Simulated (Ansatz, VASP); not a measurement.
**Two plane-wave programs on Mg5O6**

Contents of INCAR:

```
PREC = Accurate
ENCUT = 520
EDIFF = 1E-6
ISMEAR = 1
SIGMA = 0.2
LREAL = False
LASPH = True
NELM = 60
ALGO = Normal
ISIF = 2
LWAVE = False
LCHARG = False
LDIPOL = True
IDIPOL = 3
DIPOL = 0.5 0.5 0.500
GGA = PE
NBANDS = 34
```

KPOINTS

```
regular mesh
0
Gamma
  9 9 1
```

File POSCAR:

```
Mg5O6
1.0
    3.0079232190      0.0000000000      0.0000000000
   -1.5039616095      2.6049379203      0.0000000000
    0.0000000000      0.0000000000     27.2797951199
O Mg
6 5
Direct
    0.3333333333      0.6666666667      0.2749287510
    0.0000000000      0.0000000000      0.3649572506
    0.6666666667      0.3333333333      0.4549857502
    0.3333333333      0.6666666667      0.5450142498
    0.0000000000      0.0000000000      0.6350427494
    0.6666666667      0.3333333333      0.7250712490
    0.6666666667      0.3333333333      0.3199430008
    0.3333333333      0.6666666667      0.4099715004
    0.0000000000      0.0000000000      0.5000000000
    0.6666666667      0.3333333333      0.5900284996
    0.3333333333      0.6666666667      0.6800569992
```

Input for Ansatz:

```yaml
crystal:
  lattice:
    - [3.007923219, 0.0, 0.0]
    - [-1.5039616095, 2.6049379203, 0.0]
    - [0.0, 0.0, 27.2797951199]
  atoms:
    - { symbol: O, position: [0.3333333333, 0.6666666667, 0.274928751] }
    - { symbol: Mg, position: [0.6666666667, 0.3333333333, 0.3199430008] }
    - { symbol: O, position: [0.0, 0.0, 0.3649572506] }
    - { symbol: Mg, position: [0.3333333333, 0.6666666667, 0.4099715004] }
    - { symbol: O, position: [0.6666666667, 0.3333333333, 0.4549857502] }
    - { symbol: Mg, position: [0.0, 0.0, 0.5] }
    - { symbol: O, position: [0.3333333333, 0.6666666667, 0.5450142498] }
    - { symbol: Mg, position: [0.6666666667, 0.3333333333, 0.5900284996] }
    - { symbol: O, position: [0.0, 0.0, 0.6350427494] }
    - { symbol: Mg, position: [0.3333333333, 0.6666666667, 0.6800569992] }
    - { symbol: O, position: [0.6666666667, 0.3333333333, 0.725071249] }
basis:
  ecutwfc: 420
kpoints:
  mp_grid: { grid: [9, 9, 1] }
hamiltonian:
  xc: pbe
scf:
  occupations: { method: methfessel_paxton, width: 0.2 }
output:
  forces: true
  stress: true
  eigenvalues: true
efield:
  axis: 3
  dipole_correction: true
  ramp_width: 0.04
```

Alike in both runs: task single point; functional PBE; k mesh 9 × 9 × 1; occupations methfessel-paxton of order 1, width 0.2 eV; no spin polarisation.

|  | VASP | Ansatz |
| --- | --- | --- |
| version | VASP 6.6.1 | Ansatz 0.2.0 |
| potentials or method | VASP PAW PBE potentials, release 64 (O, Mg), cutoff 520 eV | scalar-relativistic, plane waves, PAW |
| valence electrons in the cell | 46 | 86 |

Ansatz gave:

- gap on the k mesh at the Fermi level (eV): none
- rms of the force components (eV/Å): 0.369

Problem. Which values does VASP return?

Solution. gap on the k mesh at the Fermi level (eV): none; rms of the force components (eV/Å): 0.372.

A gap of «none» marks a metal or a gap that the smearing closes. VASP's potentials hold 46 valence electrons a cell and Ansatz's 86, so a difference there can come from the potentials and not from the codes.
